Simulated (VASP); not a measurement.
A run of VASP 6.6.1:

INCAR

```
PREC = Accurate
ENCUT = 520
EDIFF = 1E-6
ISMEAR = -1
SIGMA = 0.1
LREAL = False
LASPH = True
NELM = 80
ALGO = Normal
ISIF = 2
LWAVE = False
LCHARG = True
GGA = VW
LELF = True
LVHAR = True
NBANDS = 8
```

The input KPOINTS:

```
regular mesh
0
Gamma
  10 10 10
```

The input POSCAR:

```
Li
1.0
    0.0000000000      2.2309770072      2.2309770072
    2.2309770072      0.0000000000      2.2309770072
    2.2309770072      2.2309770072      0.0000000000
Li
1
Direct
    0.0000000000      0.0000000000      0.0000000000
```

Potentials or basis: VASP PAW PBE potentials, release 64 (Li_sv).

The run is started by

```console
$ cat potpaw_PBE.64/Li_sv/POTCAR > POTCAR
$ mpirun -np 1 vasp_std > vasp.out
```

Hardware: 1 thread of Intel Xeon 8259CL, on a shared host.

Estimate the wall time of this run.

It took 4.7 s on 1 thread of Intel Xeon 8259CL, with other jobs on the host, peak memory 0.12 GiB. Counts: scf iterations 9, k points 47.
